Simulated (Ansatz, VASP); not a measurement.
# ZrB2: VASP beside Ansatz

```xyz
6
Lattice="3.1700 0.0000 0.0000 -1.5850 2.7453 0.0000 0.0000 0.0000 17.2995" Properties=species:S:1:pos:R:3 pbc="T T T"
Zr    0.0000    0.0000    6.0000
Zr    0.0000    0.0000    9.5330
B     0.0000    1.8302    7.7665
B     1.5850    0.9151    7.7665
B     0.0000    1.8302   11.2995
B     1.5850    0.9151   11.2995
```

Alike in both runs: task single point; functional PBEsol; k mesh 6 × 6 × 1; no spin polarisation.

|  | VASP | Ansatz |
| --- | --- | --- |
| version | VASP 6.6.1 | Ansatz 0.2.0 |
| potentials or method | VASP PAW PBE potentials, release 64 (Zr_sv, B) | plane waves, PAW |
| plane-wave cutoff (eV) | 420 | 420 |
| occupations | methfessel-paxton of order 1, width 0.15 eV | cold, width 0.15 eV |
| valence electrons in the cell | 36 | 36 |

VASP gave:

* gap on the k mesh at the Fermi level (eV): none
* rms of the force components (eV/Å): 0.394

Problem. What did Ansatz give for the same quantities?

Solution. gap on the k mesh at the Fermi level (eV): none; rms of the force components (eV/Å): 0.396.

VASP's potentials were made for PBE, not for PBEsol. A gap of «none» marks a metal or a gap that the smearing closes. Ansatz's warnings: vacuum density over bound, xc potential rough in thin density.

The k mesh is coarse, so the values compare programs but aren't converged.
